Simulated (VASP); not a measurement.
# Ga2Te2S (I4/mmm) in VASP: relaxation of cell and atoms with PBE

Aim: the relaxation of cell and atoms of Ga2Te2S with PBE.

Program: VASP 6.6.1. These are calculated values, not measurements. Logs are shortened: lines on timing, memory, paths and dates and some standing lists are left out, and cuts for length are marked.

## Step 1: The cell of the first run

The structure is tetragonal, space group I4/mmm (No. 139). The conventional cell has a = 5.723 Å, b = 5.723 Å, c = 7.499 Å, α = 90.00°, β = 90.00°, γ = 90.00°. Ga (site symmetry 4mm) has 1 S at 2.42 Å and 1 Ga at 2.66 Å and 4 Te at 2.91 Å within 3.2 Å. Te (site symmetry -4m2) has 4 Ga at 2.91 Å and 4 S at 3.42 Å and 2 Te at 3.75 Å within 3.8 Å. S (site symmetry 4/mmm) has 2 Ga at 2.42 Å within 3.2 Å.

The cell was built from a structure type or drawn by symmetry, and may not be a known phase.

## Step 2: Relaxation of cell and atoms, PBE

File INCAR:

```
SYSTEM = Ga2Te2S
  PREC = Accurate
  ENCUT = 600
  EDIFF = 1E-7
  ISMEAR = 0
  SIGMA = 0.1
  LREAL = .FALSE.
  LASPH = .TRUE.
  NELM = 60
  ALGO = Normal
  ISIF = 3
  LWAVE = .FALSE.
  LCHARG = .FALSE.
  GGA = PE
  IBRION = 2
  NSW = 100
  EDIFFG = -0.01
```

File KPOINTS:

```
regular mesh
0
G
  10 10 10
  0 0 0
```

File POSCAR:

```
Ga2Te2S
1.0
   -2.8615019520      2.8615019520      3.7493688429
    2.8615019520     -2.8615019520      3.7493688429
    2.8615019520      2.8615019520     -3.7493688429
Ga Te S
2 2 1
Direct
    0.6772109133      0.6772109133      0.0000000000
    0.3227890867      0.3227890867      0.0000000000
    0.7500000000      0.2500000000      0.5000000000
    0.2500000000      0.7500000000      0.5000000000
    0.0000000000      0.0000000000      0.0000000000
```

Potentials or basis: VASP PAW PBE potentials, release 64 (Ga_d, Te, S).

Launch:

```bash
$ cat potpaw_PBE.64/Ga_d/POTCAR potpaw_PBE.64/Te/POTCAR potpaw_PBE.64/S/POTCAR > POTCAR
$ mpirun -np 1 vasp_std > vasp.out
```

OUTCAR:

```text
SYSTEM = Ga2Te2S
   PREC = Accurate
   ENCUT = 600
   EDIFF = 1E-7
   ISMEAR = 0
   LREAL = .FALSE.
   LASPH = .TRUE.
   NELM = 60
   ISIF = 3
   GGA = PE
   IBRION = 2
   NSW = 100
   EDIFFG = -0.01

 ion  position               nearest neighbor table
   1  0.677  0.677  0.000-   5 2.42   2 2.66   4 2.91   3 2.91   3 2.91   4 2.91
   2  0.323  0.323  0.000-   5 2.42   1 2.66   4 2.91   3 2.91   4 2.91   3 2.91
   3  0.750  0.250  0.500-   2 2.91   1 2.91   2 2.91   1 2.91
   4  0.250  0.750  0.500-   2 2.91   1 2.91   2 2.91   1 2.91
   5  0.000  0.000  0.000-   1 2.42   2 2.42

  LATTYP: Found a body centered tetragonal cell.
 ALAT       =     5.7230039040
 C/A-ratio  =     1.3102800228

  Lattice vectors:

 A1 = (  -2.8615019520,   2.8615019520,   3.7493688429)
 A2 = (   2.8615019520,  -2.8615019520,   3.7493688429)
 A3 = (   2.8615019520,   2.8615019520,  -3.7493688429)

Analysis of symmetry for initial positions (statically):
=====================================================================
 Subroutine PRICEL returns:
 Original cell was already a primitive cell.

 Routine SETGRP: Setting up the symmetry group for a
 body centered tetragonal supercell.

 Subroutine GETGRP returns: Found 16 space group operations
 (whereof 16 operations were pure point group operations)
 out of a pool of 16 trial point group operations.

The static configuration has the point symmetry D_4h.

Analysis of symmetry for dynamics (positions and initial velocities):
=====================================================================
 Subroutine PRICEL returns:
 Original cell was already a primitive cell.

 Routine SETGRP: Setting up the symmetry group for a
 body centered tetragonal supercell.

 Subroutine GETGRP returns: Found 16 space group operations
 (whereof 16 operations were pure point group operations)
 out of a pool of 16 trial point group operations.

The dynamic configuration has the point symmetry D_4h.

 Subroutine INISYM returns: Found 16 space group operations
 (whereof 16 operations are pure point group operations),
 and found     1 'primitive' translations

----------------------------------------------------------------------------------------

                                     Primitive cell

  volume of cell :     122.8022

  direct lattice vectors                    reciprocal lattice vectors
    -2.861501952  2.861501952  3.749368843     0.000000000  0.174733412  0.133355778
     2.861501952 -2.861501952  3.749368843     0.174733412  0.000000000  0.133355778
     2.861501952  2.861501952 -3.749368843     0.174733412  0.174733412  0.000000000

  length of vectors
     5.516715831  5.516715831  5.516715831     0.219807936  0.219807936  0.247110361

  position of ions in fractional coordinates (direct lattice)
     0.677210913  0.677210913  0.000000000
     0.322789087  0.322789087  0.000000000
     0.750000000  0.250000000  0.500000000
     0.250000000  0.750000000  0.500000000
     0.000000000  0.000000000  0.000000000

  ion indices of the primitive-cell ions
   primitive index   ion index
                 1           1
                 2           2
                 3           3
                 4           4
                 5           5

----------------------------------------------------------------------------------------

 KPOINTS: regular mesh

Automatic generation of k-mesh.
 Grid dimensions read from file:
 generate k-points for:   10   10   10

 Generating k-lattice:

  Cartesian coordinates                     Fractional coordinates (reciprocal lattice)
     0.000000000  0.017473341  0.013335578     0.100000000  0.000000000 -0.000000000
     0.017473341  0.000000000  0.013335578     0.000000000  0.100000000 -0.000000000
     0.017473341  0.017473341  0.000000000     0.000000000  0.000000000  0.100000000

  Length of vectors
     0.021980794  0.021980794  0.024711036

  Shift w.r.t. Gamma in fractional coordinates (k-lattice)
     0.000000000  0.000000000  0.000000000

 Subroutine IBZKPT returns following result:
 ===========================================

 Found    102 irreducible k-points:

 Following reciprocal coordinates:
            Coordinates               Weight
  0.000000  0.000000  0.000000      1.000000
  0.100000 -0.000000  0.000000      8.000000
  0.200000 -0.000000  0.000000      8.000000
  0.300000  0.000000 -0.000000      8.000000
  0.400000  0.000000 -0.000000      8.000000
  0.500000 -0.000000  0.000000      4.000000
[... 16 lines left out ...]
  0.300000  0.300000 -0.000000      8.000000
  0.400000  0.300000 -0.000000     16.000000
 [... further k-points ...]
   k-points           NKPTS =    102   k-points in BZ     NKDIM =    102   number of bands    NBANDS=     26
   number of dos      NEDOS =    301   number of ions     NIONS =      5
   total plane-waves  NPLWV = 110592
   dimension x,y,z NGX =    48 NGY =   48 NGZ =   48
   dimension x,y,z NGXF=    96 NGYF=   96 NGZF=   96
   ions per type =               2   2   1
   NGX,Y,Z   is equivalent  to a cutoff of  14.46, 14.46, 14.46 a.u.
   NGXF,Y,Z  is equivalent  to a cutoff of  28.93, 28.93, 28.93 a.u.
 SYSTEM =  Ga2Te2S
   PREC   = accura    normal or accurate (medium, high low for compatibility)
   ISTART =      0    job   : 0-new  1-cont  2-samecut
   ICHARG =      2    charge: 1-file 2-atom 10-const
   ISPIN  =      1    spin polarized calculation?
   LNONCOLLINEAR =      F non collinear calculations
   LSORBIT =      F    spin-orbit coupling
   LASPH  =      T    aspherical Exc in radial PAW
   ENCUT  =  600.0 eV  44.10 Ry    6.64 a.u.  11.02 11.02 11.02*2*pi/ulx,y,z
   NELM   =     60;   NELMIN=  2; NELMDL= -5     # of ELM steps
   EDIFF  = 0.1E-06   stopping-criterion for ELM
   LREAL  =      F    real-space projection
   EDIFFG = -.1E-01   stopping-criterion for IOM
   NSW    =    100    number of steps for IOM
   IBRION =      2    ionic relax: 0-MD 1-quasi-New 2-CG
   NFREE  =      1    steps in history (QN), initial steepest desc. (CG)
   ISIF   =      3    stress and relaxation
   ISYM   =      2    0-nonsym 1-usesym 2-fastsym
   POTIM  = 0.5000    time-step for ionic-motion
   TEBEG  =    0.0;   TEEND  =   0.0 temperature during run
   PSTRESS=    0.0 pullay stress
   NELECT =      44.0000    total number of electrons
   NUPDOWN=      -1.0000    fix difference up-down
   EMIN   =  10.00;   EMAX   =-10.00  energy-range for DOS
   EFERMI =   0.00;   METHOD = LEGACY
   ISMEAR =     0;   SIGMA  =   0.10  broadening in eV -4-tet -1-fermi 0-gaus
   EFERMI_NEDOS =   21; number of points for ismear=-14 and -15
   IALGO  =     38    algorithm
   IMIX   =      4    mixing-type and parameters
     AMIX     =   0.40;   BMIX     =  1.00
     AMIX_MAG =   1.60;   BMIX_MAG =  1.00
  volume/ion in A,a.u.               =      24.56       165.74
  Fermi-wavevector in a.u.,A,eV,Ry     =   1.162761  2.197299 18.395243  1.352012
  Thomas-Fermi vector in A             =   2.299318
   LORBIT       =      0    0 simple, 1 ext, 2 COOP (PROOUT), +10 PAW based schemes
   GGA     = PE    functional components
   LHFCALC =     F    Hartree Fock is set to
   AEXX    =    0.0000 exact exchange contribution
   IVDW    =     0    specifies the selected vdW correction
   LEPSILON=     F    determine dielectric tensor
   LRPA    =     F    only Hartree local field effects (RPA)
 conjugate gradient relaxation of ions
 non-spin polarized calculation
 Gauss-broadening in eV      SIGMA  =   0.10
  energy-cutoff  :      600.00
  volume of cell :      122.80
 maximum number of plane-waves:      4142
 NGX is ok and might be reduce to    48
   NGX = 23   NGY = 23   NGZ = 23

--------------------------------------- Ionic step        1  -------------------------------------------

 number of electron      43.9999989 magnetization

 Free energy of the ion-electron system (eV)
  ---------------------------------------------------
  ext. energy  EPLUGINS =         0.00000000
  ---------------------------------------------------
  free energy    TOTEN  =       -15.87939773 eV

  energy without entropy =      -15.85997110  energy(sigma->0) =      -15.86968442

------------------------ aborting loop because EDIFF is reached ----------------------------------------

  FORCE on cell =-STRESS in cart. coord.  units (eV):
  Direction    XX          YY          ZZ          XY          YZ          ZX
  --------------------------------------------------------------------------------------
  -------------------------------------------------------------------------------------
  Total       -0.1882278     -0.1882278      0.0393345      0.0000000     -0.0000000      0.0000000
  in kB       -2.4557727     -2.4557727      0.5131892      0.0000000     -0.0000000      0.0000000
  external PRESSURE =      -1.4661188 kB  Pullay stress =       0.0000000 kB
[... 102 lines left out ...]
  energy  without entropy=      -15.8606153543  energy(sigma->0) =      -15.87025042

--------------------------------------- Ionic step        4  -------------------------------------------

 number of electron      43.9999989 magnetization

 Free energy of the ion-electron system (eV)
  ---------------------------------------------------
  ext. energy  EPLUGINS =         0.00000000
  ---------------------------------------------------
  free energy    TOTEN  =       -15.88002996 eV

  energy without entropy =      -15.86077605  energy(sigma->0) =      -15.87040301

 E-fermi :   5.4293     XC(G=0):  -9.9180

 val. band max:        5.4269809797   @ k =   0.5000   0.5000   0.4000
 cond. band min:       5.4379859352   @ k =   0.2000   0.2000   0.2000
 fundamental gap:      0.0110049554
 Fermi energy:         5.4292830128

 k-point     1 :       0.0000    0.0000    0.0000
  band No.  band energies     occupation
      1      -9.4668      2.00000
      2      -9.3014      2.00000
      3      -9.2655      2.00000
      4      -9.2655      2.00000
      5      -9.2506      2.00000
      6      -9.2372      2.00000
[... 685 lines left out ...]
     25       8.2690      0.00000
     26       8.9750      0.00000

 [... further k-points ...]

------------------------ aborting loop because EDIFF is reached ----------------------------------------

  FORCE on cell =-STRESS in cart. coord.  units (eV):
  Direction    XX          YY          ZZ          XY          YZ          ZX
  --------------------------------------------------------------------------------------
  -------------------------------------------------------------------------------------
  Total       -0.0009531     -0.0009531      0.0341793      0.0000000     -0.0000000      0.0000000
  in kB       -0.0124815     -0.0124815      0.4475929      0.0000000     -0.0000000      0.0000000
  external PRESSURE =       0.1408766 kB  Pullay stress =       0.0000000 kB
[... 20 lines left out ...]
  FREE ENERGIE OF THE ION-ELECTRON SYSTEM (eV)
  ---------------------------------------------------
  free  energy   TOTEN  =       -15.8800299591 eV

  energy  without entropy=      -15.8607760536  energy(sigma->0) =      -15.87040301

 reached required accuracy - stopping structural energy minimisation
```

It took 18 min on 1 thread of Intel Xeon Platinum 8259CL at 2.50GHz (Skylake/Cascade Lake), shared host; peak memory 0.63 GiB.

What came out:

- Free energy: -15.8800 eV
- Relaxed volume: 24.47 Å³/atom
- Relaxed cell: a = 5.513 Å, b = 5.513 Å, c = 5.513 Å, α = 117.67°, β = 117.67°, γ = 94.09°
- Space group after relaxing (to 0.1 Å): I4/mmm (No. 139)
- Energy gained by relaxing: 0.1 meV/atom
- Ionic steps: 4
- Pressure after relaxing: 0.0 GPa
- Largest force after relaxing: 0.007 eV/Å
- Band gap on the k mesh: zero (bands 22 and 23 overlap by 1.60 eV)

Forces on the atoms (eV/Å):
```
Ga   0.000  0.000 -0.007
Ga   0.000  0.000  0.007
Te   0.000  0.000  0.000
Te   0.000  0.000  0.000
S    0.000  0.000  0.000
```

The path:
| step | energy change (eV) | largest force (eV/Å) | pressure (GPa) | volume (Å³) |
| --- | --- | --- | --- | --- |
| 1 | 0.0000 | 0.0058 | -0.15 | 122.80 |
| 2 | -0.0005 | 0.0096 | 0.01 | 122.40 |
| 3 | -0.0005 | 0.0148 | 0.07 | 122.27 |
| 4 | -0.0006 | 0.0073 | 0.01 | 122.35 |

Final structure:
```
Ga Te S
1.0
    -2.85327    2.85327    3.75704
     2.85327   -2.85327    3.75704
     2.85327    2.85327   -3.75704
Ga Te S
2 2 1
Direct
  0.67717 0.67717 0.00000
  0.32283 0.32283 0.00000
  0.75000 0.25000 0.50000
  0.25000 0.75000 0.50000
  0.00000 0.00000 0.00000
```

Levels at points of the mesh, in eV from the Fermi level:
| k point | band 19 | band 20 | band 21 | band 22 | band 23 | band 24 | band 25 | band 26 |
| --- | --- | --- | --- | --- | --- | --- | --- | --- |
| (0.00, 0.00, 0.00) | -3.06 | -2.58 | -1.40 | -1.08 | -1.08 | 1.45 | 2.73 | 3.57 |
| (0.50, 0.00, 0.00) | -1.98 | -1.62 | -0.76 | -0.30 | 0.68 | 0.69 | 3.29 | 4.50 |
| (0.50, 0.50, 0.00) | -0.87 | -0.76 | -0.66 | -0.16 | 0.24 | 2.67 | 2.79 | 2.94 |
| (0.50, 0.50, 0.50) | -1.48 | -1.48 | -0.34 | -0.34 | 0.87 | 1.08 | 2.51 | 5.16 |

Caveat: spin-orbit coupling is left out, which moves the levels of the heavy elements.
